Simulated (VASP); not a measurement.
A run of VASP 6.6.1:

The input INCAR:

```
SYSTEM = I
PREC = Accurate
ENCUT = 520
EDIFF = 1E-7
ISMEAR = -1
SIGMA = 0.1
LREAL = .False.
LASPH = .True.
NELM = 100
ALGO = Normal
ISIF = 2
LWAVE = .False.
LCHARG = .True.
GGA = PE
LELF = .True.
LVHAR = .True.
NBANDS = 22
```

File KPOINTS:

```
Automatic mesh
0
Gamma
  4 4 2
  0 0 0
```

The input POSCAR:

```
I
1.0
    4.4691338427     -2.3015586392      0.0000000000
    4.4691338427      2.3015586392      0.0000000000
    0.0000000000      0.0000000000      9.8759876508
I
4
Direct
    0.8427352756      0.1572647244      0.1220149692
    0.6572647244      0.3427352756      0.6220149692
    0.1572647244      0.8427352756      0.8779850308
    0.3427352756      0.6572647244      0.3779850308
```

Potentials or basis: VASP PAW PBE potentials, release 64 (I).

Launch:

```sh
$ cat potpaw_PBE.64/I/POTCAR > POTCAR
$ mpirun -np 1 vasp_std > vasp.out
```

Hardware: 1 thread of AMD EPYC 7R43 64-Core Processor (Zen 3), with other jobs on the host.

Problem. Estimate the wall time of this run.

Solution. Run time: 69 s on 1 thread of AMD EPYC 7R43 64-Core Processor (Zen 3), with other jobs on the host, peak memory 0.3 GiB. Counts: scf iterations 15, k points 14.
